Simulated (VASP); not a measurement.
Runs of VASP 6.6.1 on P. The structure is that of space group Imma (No. 74), or close to it. The cells are those of the table. 

```csv
cell,further INCAR settings,gap on the mesh (eV),pressure (GPa),largest force (eV/Å)
"a = 3.480 Å, angles 121.8, 87.4, 121.1°, 2 atoms",ALGO = Fast; EDIFF = 1e-06; NBANDS = 12,none,(b),1.43
"a = 3.586 Å, angles 121.3, 86.3, 123.0°, 2 atoms",ALGO = Fast; EDIFF = 1e-07; NBANDS = 12,none,-1.0,0.93
"a = 3.453 Å, angles 123.9, 91.3, 114.9°, 2 atoms",ALGO = Fast; EDIFF = 1e-06; NBANDS = 12,none,9.1,0.87
"a = 3.535 Å, angles 125.3, 93.8, 110.8°, 2 atoms",ALGO = Fast; EDIFF = 1e-06; NBANDS = 12,none,(a),0.16
"a = 3.494 Å, angles 124.6, 92.6, 112.8°, 2 atoms",ALGO = Fast; EDIFF = 1e-06; NBANDS = 12,none,4.5,0.36
```

Alike in all rows: task single point; level PBEsol; potentials or basis VASP PAW PBE potentials, release 64 (P); no spin polarisation; k mesh 18 × 18 × 18; cutoff (eV) 520; smearing gaussian 0.15 eV.

Q: Fill in the values left out.

A: (a) 0.6; (b) 8.1.

Caveats: the PAW data sets were made with another functional, which shifts forces and pressure a little; the stress differs along the axes, from -4 to 17 GPa (at least some runs); the stress differs along the axes, from -13 to 12 GPa (at least some runs); the stress differs along the axes, from 5 to 12 GPa (at least some runs); the stress differs along the axes, from -7 to 7 GPa (at least some runs); the stress differs along the axes, from -2 to 9 GPa (at least some runs).

A gap of «none» marks levels without a gap at the run's occupations.
